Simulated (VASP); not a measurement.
**Co: single point with PBEsol**

Crystal: Co.

```xyz
2
Lattice="2.3737 0.0000 0.0000 -1.1868 2.0557 0.0000 0.0000 0.0000 4.0996" Properties=species:S:1:pos:R:3 pbc="T T T"
Co    0.0000    1.3705    1.0249
Co    1.1869    0.6852    3.0747
```

```yaml
Program: VASP 6.6.1
Task: single point
Functional: PBEsol
Potentials_or_basis: VASP PAW PBE potentials, release 64 (Co)
Cutoff: 520 eV
k_mesh: 21 × 21 × 12
Occupations: gaussian, width 0.15 eV
Spin: collinear spin, ferromagnetic start
Starting_moments: "[1.79, 1.79] μB"
```

The pressure is 10.2 GPa, the net moment is 3.13 μB per cell and the site moments are Co +1.56 μB. The valence electrons inside the program's atomic spheres are Co 8.45.

Stress tensor (GPa, compression positive):
```
18.65  0.00  0.00
 0.00 18.65  0.00
 0.00  0.00 -6.57
```

Levels at points of the mesh, in eV from the Fermi level:
Spin up:
```tsv
k point	band 6	band 7	band 8	band 9	band 10	band 11	band 12	band 13	band 14	band 15
(0.00, 0.00, 0.00)	-2.40	-2.40	-1.73	-1.73	-0.96	-0.74	-0.74	6.09	23.49	24.19
(0.00, 0.00, 0.50)	-2.69	-2.69	-2.69	-1.07	-1.07	-1.07	-1.07	14.18	14.18	24.19
```
Spin down:
| k point | band 5 | band 6 | band 7 | band 8 | band 9 | band 10 |
| --- | --- | --- | --- | --- | --- | --- |
| (0.00, 0.00, 0.00) | -1.14 | -0.91 | -0.82 | -0.82 | 0.04 | 0.04 |
| (0.00, 0.00, 0.50) | -1.13 | -1.13 | -1.13 | -1.13 | 0.75 | 0.75 |

It took 5.9 min on 1 thread of Oxide Virtual Turin-like Processor (shared host), peak memory 0.25 GiB.

Caveat: the stress differs along the axes, from -7 to 19 GPa; the PAW data sets were made with another functional, which shifts forces and pressure a little.
